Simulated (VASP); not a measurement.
# Mg8O9 (a cell with a defect) in VASP: further runs

Mg8O9 (a cell with a defect) is run at these levels: PBE; tasks: single point.

All numbers are computed with VASP 6.6.1; they aren't measurements. Logs are shortened: lines on timing, memory, paths and dates and some standing lists are left out, and cuts for length are marked.

## Step 1: The cell of the first run

The cell holds a defect, 17 atoms: a = 5.514 Å, b = 5.514 Å, c = 5.514 Å, α = 60.00°, β = 60.00°, γ = 60.00°.

## Step 2: Single point, PBE, collinear spin, zero start

INCAR reads:

```
PREC = Accurate ; ENCUT = 520
EDIFF = 1E-7 ; ISMEAR = -1
SIGMA = 0.05 ; LREAL = Auto
LASPH = True ; NELM = 150
ALGO = Normal ; ISIF = 2
LWAVE = False ; LCHARG = True
ISPIN = 2 ; MAGMOM = 0 0 0 0 0 0 0 0 0 0 0 0 0 0 0 0 0
LORBIT = 11 ; GGA = PE
LELF = True ; LVHAR = True
NBANDS = 53
```

KPOINTS reads:

```
Automatic mesh
0
Gamma
  2 2 2
```

POSCAR reads:

```
Mg8O9
1.0
    0.0000000000      3.8990000000      3.8990000000
    3.8990000000      0.0000000000      3.8990000000
    3.8990000000      3.8990000000      0.0000000000
Mg O
8 9
Direct
    0.0249679405      0.0458194409     -0.0258399590
    0.0312387792     -0.0314696076      0.5081302898
    0.0500128238      0.4856886381     -0.0011797897
    0.0065786099      0.5385355219      0.4911900487
    0.6066683765     -0.0156193896     -0.0525262888
    0.5261990254      0.0139394717      0.4879584509
    0.5505257758      0.5634778148     -0.0592459605
    0.5239933316      0.5207617338      0.4913952295
    0.1791356758      0.2587201847      0.3231982560
    0.2802385227      0.2995768146      0.6998332906
    0.2915875866      0.7903308541      0.2200820723
    0.2573480380      0.7762246730      0.7554244678
    0.7723775327      0.2633752244      0.2572710952
    0.7960759169      0.2815080790      0.6865863042
    0.8027186458      0.7657604514      0.2236470890
    0.7999615286      0.7551551680      0.7186329828
    0.4147730187      0.2874326750      0.0927930239
```

Potentials or basis: VASP PAW PBE potentials, release 64 (Mg, O).

On the command line:

```console
$ cat potpaw_PBE.64/Mg/POTCAR potpaw_PBE.64/O/POTCAR > POTCAR
$ mpirun -np 1 vasp_std > vasp.out
```

OUTCAR:

```text
PREC = Accurate
   ENCUT = 520
   EDIFF = 1E-7
   ISMEAR = -1
   LREAL = Auto
   LASPH = True
   NELM = 150
   ISIF = 2
   ISPIN = 2
   LORBIT = 11
   GGA = PE

 ion  position               nearest neighbor table
   1  0.025  0.046  0.974-  12 1.91  13 1.96  15 1.96  10 1.99  11 2.00  14 2.02   3 2.57   5 2.57
                             4 2.69   6 2.73   7 2.74   2 2.77  17 2.78   7 2.78   2 2.79   6 2.80
   2  0.031  0.969  0.508-  16 1.74   9 1.76  11 1.85  12 1.86  14 1.95  13 2.00   5 2.39   4 2.49
                             8 2.60   3 2.69   6 2.72  17 2.77   1 2.77   1 2.79   6 2.81   3 2.83
   3  0.050  0.486  0.999-   9 1.85  10 1.92  17 1.95  12 1.95  13 1.96  15 1.97  16 2.07   1 2.57
                             5 2.61   2 2.69   8 2.71   7 2.73   4 2.75   4 2.79   8 2.81   2 2.83
   4  0.007  0.539  0.491-  16 1.73   9 1.80  14 1.84  15 1.85  10 1.89  11 2.10   2 2.49   7 2.50
                            17 2.61   6 2.64   1 2.69   8 2.71   3 2.75   3 2.79   8 2.81   1 2.83
   5  0.607  0.984  0.947-  16 1.80  17 1.81  15 1.86  14 1.92  11 2.02  10 2.25   2 2.39   7 2.51
                             1 2.57   3 2.61   9 2.61   6 2.70   8 2.76   8 2.81   6 2.86   3 2.93
   6  0.526  0.014  0.488-  13 1.93  10 1.95  16 1.97  12 1.98  15 2.00   9 2.06  17 2.13   7 2.49
                             4 2.64   5 2.70   8 2.72   2 2.72   1 2.73   1 2.80   8 2.80   2 2.81
   7  0.551  0.563  0.941-  17 1.68  16 1.73  12 1.89  11 1.98  14 2.10  13 2.12   6 2.49   4 2.50
                             5 2.51   9 2.65   8 2.68   3 2.73   1 2.74   1 2.78   3 2.84   8 2.86
   8  0.524  0.521  0.491-  10 1.82  14 1.83  13 1.92  11 1.97  12 2.03  15 2.04   2 2.60   7 2.68
                             4 2.71   3 2.71   6 2.72  17 2.74   5 2.76   6 2.80   5 2.81   4 2.81
   9  0.179  0.259  0.323-  17 1.30   2 1.76   4 1.80   3 1.85   6 2.06   5 2.61   7 2.65
  10  0.280  0.300  0.700-   8 1.82   4 1.89   3 1.92   6 1.95   1 1.99   5 2.25
  11  0.292  0.790  0.220-   2 1.85   8 1.97   7 1.98   1 2.00   5 2.02   4 2.10
  12  0.257  0.776  0.755-   2 1.86   7 1.89   1 1.91   3 1.95   6 1.98   8 2.03
  13  0.772  0.263  0.257-   8 1.92   6 1.93   3 1.96   1 1.96   2 2.00   7 2.12
  14  0.796  0.282  0.687-   8 1.83   4 1.84   5 1.92   2 1.95   1 2.02   7 2.10
  15  0.803  0.766  0.224-   4 1.85   5 1.86   1 1.96   3 1.97   6 2.00   8 2.04
  16  0.800  0.755  0.719-   7 1.73   4 1.73   2 1.74   5 1.80   6 1.97   3 2.07
  17  0.415  0.287  0.093-   9 1.30   7 1.68   5 1.81   3 1.95   6 2.13   4 2.61   8 2.74   2 2.77
                             1 2.78

  LATTYP: Found a face centered cubic cell.
 ALAT       =     7.7980000000

  Lattice vectors:

 A1 = (   0.0000000000,   3.8990000000,   3.8990000000)
 A2 = (   3.8990000000,   0.0000000000,   3.8990000000)
 A3 = (   3.8990000000,   3.8990000000,   0.0000000000)

Analysis of symmetry for initial positions (statically):
=====================================================================
 Subroutine PRICEL returns:
 Original cell was already a primitive cell.

 Routine SETGRP: Setting up the symmetry group for a
 face centered cubic supercell.

 Subroutine GETGRP returns: Found  1 space group operations
 (whereof  1 operations were pure point group operations)
 out of a pool of 48 trial point group operations.

The static configuration has the point symmetry C_1 .

Analysis of symmetry for dynamics (positions and initial velocities):
=====================================================================
 Subroutine PRICEL returns:
 Original cell was already a primitive cell.

 Routine SETGRP: Setting up the symmetry group for a
 face centered cubic supercell.

 Subroutine GETGRP returns: Found  1 space group operations
 (whereof  1 operations were pure point group operations)
 out of a pool of 48 trial point group operations.

The dynamic configuration has the point symmetry C_1 .

Analysis of structural, dynamic, and magnetic symmetry:
=====================================================================
 Subroutine PRICEL returns:
 Original cell was already a primitive cell.

 Routine SETGRP: Setting up the symmetry group for a
 face centered cubic supercell.

 Subroutine GETGRP returns: Found  1 space group operations
 (whereof  1 operations were pure point group operations)
 out of a pool of 48 trial point group operations.

The overall configuration has the point symmetry C_1 .

 Subroutine INISYM returns: Found  1 space group operations
 (whereof  1 operations are pure point group operations),
 and found     1 'primitive' translations

----------------------------------------------------------------------------------------

                                     Primitive cell

  volume of cell :     118.5468

  direct lattice vectors                    reciprocal lattice vectors
     0.000000000  3.899000000  3.899000000    -0.128238010  0.128238010  0.128238010
     3.899000000  0.000000000  3.899000000     0.128238010 -0.128238010  0.128238010
     3.899000000  3.899000000  0.000000000     0.128238010  0.128238010 -0.128238010

  length of vectors
     5.514018680  5.514018680  5.514018680     0.222114748  0.222114748  0.222114748

  position of ions in fractional coordinates (direct lattice)
     0.024967940  0.045819441  0.974160041
     0.031238779  0.968530392  0.508130290
     0.050012824  0.485688638  0.998820210
     0.006578610  0.538535522  0.491190049
     0.606668376  0.984380610  0.947473711
     0.526199025  0.013939472  0.487958451
[... 9 lines left out ...]
     0.799961529  0.755155168  0.718632983
     0.414773019  0.287432675  0.092793024
[... 56 lines left out ...]
  0.500000  0.000000  0.500000      1.000000
   k-points           NKPTS =      8   k-points in BZ     NKDIM =      8   number of bands    NBANDS=     53
   number of dos      NEDOS =    301   number of ions     NIONS =     17
   total plane-waves  NPLWV =  74088
   dimension x,y,z NGX =    42 NGY =   42 NGZ =   42
   dimension x,y,z NGXF=    84 NGYF=   84 NGZF=   84
   ions per type =               8   9
   NGX,Y,Z   is equivalent  to a cutoff of  12.66, 12.66, 12.66 a.u.
   NGXF,Y,Z  is equivalent  to a cutoff of  25.33, 25.33, 25.33 a.u.
 SYSTEM =  unknown system
   PREC   = accura    normal or accurate (medium, high low for compatibility)
   ISTART =      0    job   : 0-new  1-cont  2-samecut
   ICHARG =      2    charge: 1-file 2-atom 10-const
   ISPIN  =      2    spin polarized calculation?
   LNONCOLLINEAR =      F non collinear calculations
   LSORBIT =      F    spin-orbit coupling
   LASPH  =      T    aspherical Exc in radial PAW
   ENCUT  =  520.0 eV  38.22 Ry    6.18 a.u.  10.25 10.25 10.25*2*pi/ulx,y,z
   NELM   =    150;   NELMIN=  2; NELMDL= -5     # of ELM steps
   EDIFF  = 0.1E-06   stopping-criterion for ELM
   LREAL  =      T    real-space projection
   EDIFFG = 0.1E-05   stopping-criterion for IOM
   NSW    =      0    number of steps for IOM
   IBRION =     -1    ionic relax: 0-MD 1-quasi-New 2-CG
   NFREE  =      0    steps in history (QN), initial steepest desc. (CG)
   ISIF   =      2    stress and relaxation
   ISYM   =      2    0-nonsym 1-usesym 2-fastsym
   POTIM  = 0.5000    time-step for ionic-motion
   TEBEG  =    0.0;   TEEND  =   0.0 temperature during run
   PSTRESS=    0.0 pullay stress
   NELECT =      70.0000    total number of electrons
   NUPDOWN=      -1.0000    fix difference up-down
   EMIN   =  10.00;   EMAX   =-10.00  energy-range for DOS
   EFERMI =   0.00;   METHOD = LEGACY
   ISMEAR =    -1;   SIGMA  =   0.05  broadening in eV -4-tet -1-fermi 0-gaus
   EFERMI_NEDOS =   21; number of points for ismear=-14 and -15
   IALGO  =     38    algorithm
   IMIX   =      4    mixing-type and parameters
     AMIX     =   0.40;   BMIX     =  1.00
     AMIX_MAG =   1.60;   BMIX_MAG =  1.00
  volume/ion in A,a.u.               =       6.97        47.06
  Fermi-wavevector in a.u.,A,eV,Ry     =   1.373444  2.595433 25.665327  1.886348
  Thomas-Fermi vector in A             =   2.498960
   LORBIT       =     11    0 simple, 1 ext, 2 COOP (PROOUT), +10 PAW based schemes
   GGA     = PE    functional components
   LHFCALC =     F    Hartree Fock is set to
   AEXX    =    0.0000 exact exchange contribution
   IVDW    =     0    specifies the selected vdW correction
   LEPSILON=     F    determine dielectric tensor
   LRPA    =     F    only Hartree local field effects (RPA)
 spin polarized calculation
  energy-cutoff  :      520.00
  volume of cell :      118.55
 maximum number of plane-waves:      3250
 NGX is ok and might be reduce to    42
   NGX = 21   NGY = 21   NGZ = 21

 number of electron      69.9999998 magnetization      -0.0000000

 number of electron      69.9999998 magnetization       0.0000000

 Free energy of the ion-electron system (eV)
  ---------------------------------------------------
  ext. energy  EPLUGINS =         0.00000000
  ---------------------------------------------------
  free energy    TOTEN  =       -83.98252427 eV

  energy without entropy =      -83.98252427  energy(sigma->0) =      -83.98252427

 E-fermi :   8.6956     XC(G=0): -12.5025

 val. band max:        7.5454903474   @ k =   0.5000   0.0000   0.5000
 cond. band min:      12.7427684122   @ k =   0.0000   0.0000   0.0000
 fundamental gap:      5.1972780648
 Fermi energy:         8.6955611176

 spin component 1

 k-point     1 :       0.0000    0.0000    0.0000
  band No.  band energies     occupation
      1     -17.8930      1.00000
      2     -13.2886      1.00000
      3     -11.7927      1.00000
      4     -10.9162      1.00000
      5     -10.8707      1.00000
      6     -10.7447      1.00000
[... 389 lines left out ...]
     46      18.4065      0.00000
     47      18.8645      0.00000
 Fermi energy:         8.6955611176

 spin component 2

 k-point     1 :       0.0000    0.0000    0.0000
  band No.  band energies     occupation
      1     -17.8930      1.00000
      2     -13.2886      1.00000
      3     -11.7927      1.00000
      4     -10.9162      1.00000
      5     -10.8707      1.00000
      6     -10.7447      1.00000
[... 389 lines left out ...]
     46      18.4065      0.00000
     47      18.8645      0.00000
 [bands above 47 left out]

------------------------ aborting loop because EDIFF is reached ----------------------------------------

  FORCE on cell =-STRESS in cart. coord.  units (eV):
  Direction    XX          YY          ZZ          XY          YZ          ZX
  --------------------------------------------------------------------------------------
  -------------------------------------------------------------------------------------
  Total       78.9356479     63.8806526     89.7633145      0.5065322      1.0137815     -4.5937310
  in kB     1066.8271484    863.3566238   1213.1646907      6.8458595     13.7014091    -62.0849647
  external PRESSURE =    1047.7828209 kB  Pullay stress =       0.0000000 kB

 VOLUME and BASIS-vectors are now :
 -----------------------------------------------------------------------------
  energy-cutoff  :      520.00
  volume of cell :      118.55
      direct lattice vectors                 reciprocal lattice vectors
     0.000000000  3.899000000  3.899000000    -0.128238010  0.128238010  0.128238010
     3.899000000  0.000000000  3.899000000     0.128238010 -0.128238010  0.128238010
     3.899000000  3.899000000  0.000000000     0.128238010  0.128238010 -0.128238010

 POSITION                                       TOTAL-FORCE (eV/Angst)
 -----------------------------------------------------------------------------------
      3.97690      3.89560      0.27600         0.116713      0.385981     -0.135878
      5.75750      2.10300      3.89810         0.376959     -1.478770      2.923318
      5.78810      4.08940      2.08870         0.408666     -0.591377      0.100045
      4.01490      1.94080      2.12540        -3.196681      0.585524      1.940366
      7.53230      6.05960      6.20350         2.824108     -1.754638     -1.214133
      1.95690      3.95420      2.10600         0.077639     -2.313052      1.031408
[... 9 lines left out ...]
      5.74630      5.92100      6.06340         1.995783      0.066807     -0.362312
      1.48250      1.97900      2.73790        -4.565161      1.043775      0.648988
 -----------------------------------------------------------------------------------
    total drift:                                0.002205      0.002159      0.004934

  FREE ENERGIE OF THE ION-ELECTRON SYSTEM (eV)
  ---------------------------------------------------
  free  energy   TOTEN  =       -83.9825242707 eV

  energy  without entropy=      -83.9825242707  energy(sigma->0) =      -83.98252427

 total charge

# of ion       s       p       d       tot
------------------------------------------
    1        0.187   0.262   0.133   0.582
    2        0.230   0.357   0.204   0.791
    3        0.188   0.277   0.157   0.622
    4        0.227   0.354   0.204   0.785
    5        0.215   0.313   0.168   0.696
    6        0.181   0.254   0.134   0.568
[... 9 lines left out ...]
   16        1.576   3.844   0.000   5.420
   17        1.601   3.747   0.000   5.348
--------------------------------------------------
tot         15.767  36.073   1.351  53.191

 magnetization (x)

# of ion       s       p       d       tot
------------------------------------------
    1        0.000   0.000   0.000   0.000
    2        0.000   0.000   0.000   0.000
    3        0.000   0.000   0.000   0.000
    4        0.000  -0.000  -0.000  -0.000
    5        0.000   0.000   0.000   0.000
    6        0.000   0.000   0.000   0.000
[... 9 lines left out ...]
   16       -0.000  -0.000   0.000  -0.000
   17       -0.000  -0.000   0.000  -0.000
--------------------------------------------------
tot          0.000   0.000   0.000   0.000
```

Run time: 2.8 min. Hardware: 1 thread of Intel Xeon 6975P-C (Granite Rapids), shared host; peak memory 0.33 GiB.

What came out:

* Free energy: -83.9825 eV
* Pressure: 104.8 GPa
* Largest force: 4.728 eV/Å
* Band gap on the k mesh: 5.20 eV
* Net moment: 0.00 μB per cell
* Valence electrons inside the program's atomic spheres: Mg 0.58, 0.79, 0.62, 0.70, 0.57, 0.77, 0.65 (each value once); O 5.34, 5.27, 5.24, 5.29, 5.25, 5.30, 5.28, 5.42, 5.35

Forces on the atoms (eV/Å):
```
Mg   0.117  0.386 -0.136
Mg   0.377 -1.479  2.923
Mg   0.409 -0.591  0.100
Mg  -3.197  0.586  1.940
Mg   2.824 -1.755 -1.214
Mg   0.078 -2.313  1.031
Mg   1.532  1.523 -1.426
Mg  -0.630 -0.887  1.382
O    2.566  1.693 -2.320
O   -0.138  1.750 -2.512
O   -1.453 -0.163  0.177
O   -1.295  0.120  1.439
O   -1.620 -1.451  0.754
O    2.060  2.402 -1.791
O    0.941 -0.931 -0.636
O    1.996  0.067 -0.362
O   -4.565  1.044  0.649
```

Levels at points of the mesh, in eV from the valence-band top:
Spin up:
```tsv
k point	band 31	band 32	band 33	band 34	band 35	band 36	band 37	band 38	band 39	band 40
(0.00, 0.00, 0.00)	-2.05	-1.89	-1.87	-1.71	-1.60	5.20	6.60	6.82	7.05	7.13
(0.50, 0.00, 0.00)	-2.36	-2.15	-1.73	-1.00	-0.56	6.84	7.25	7.38	8.21	8.49
(0.00, 0.50, 0.00)	-2.47	-2.23	-1.88	-1.58	-0.46	6.79	7.65	8.15	8.36	8.68
(0.00, 0.00, 0.50)	-2.16	-2.13	-1.77	-0.88	-0.87	6.85	7.20	7.53	8.19	8.60
(0.50, 0.50, 0.50)	-2.44	-2.25	-2.11	-1.66	-0.18	6.90	7.27	8.17	8.30	8.70
(0.50, 0.50, 0.00)	-2.38	-2.28	-1.77	-0.87	-0.43	6.97	8.03	8.58	8.88	9.02
(0.00, 0.50, 0.50)	-2.57	-2.34	-1.69	-0.97	-0.81	7.09	8.07	8.40	8.58	9.50
(0.50, 0.00, 0.50)	-2.75	-2.55	-2.30	-0.73	0.00	8.08	8.29	8.55	8.62	9.03
```
Spin down:
```tsv
k point	band 32	band 33	band 34	band 35	band 36	band 37	band 38	band 39
(0.00, 0.00, 0.00)	-1.89	-1.87	-1.71	-1.60	5.20	6.60	6.82	7.05
(0.50, 0.00, 0.00)	-2.15	-1.73	-1.00	-0.56	6.84	7.25	7.38	8.21
(0.00, 0.50, 0.00)	-2.23	-1.88	-1.58	-0.46	6.79	7.65	8.15	8.36
(0.00, 0.00, 0.50)	-2.13	-1.77	-0.88	-0.87	6.85	7.20	7.53	8.19
(0.50, 0.50, 0.50)	-2.25	-2.11	-1.66	-0.18	6.90	7.27	8.17	8.30
(0.50, 0.50, 0.00)	-2.28	-1.77	-0.87	-0.43	6.97	8.03	8.58	8.88
(0.00, 0.50, 0.50)	-2.34	-1.69	-0.97	-0.81	7.09	8.07	8.40	8.58
(0.50, 0.00, 0.50)	-2.55	-2.30	-0.73	0.00	8.08	8.29	8.55	8.62
```

Caveat: the k points lie up to 0.70 Å⁻¹ apart.

(Part 1 of 2 ends here.)
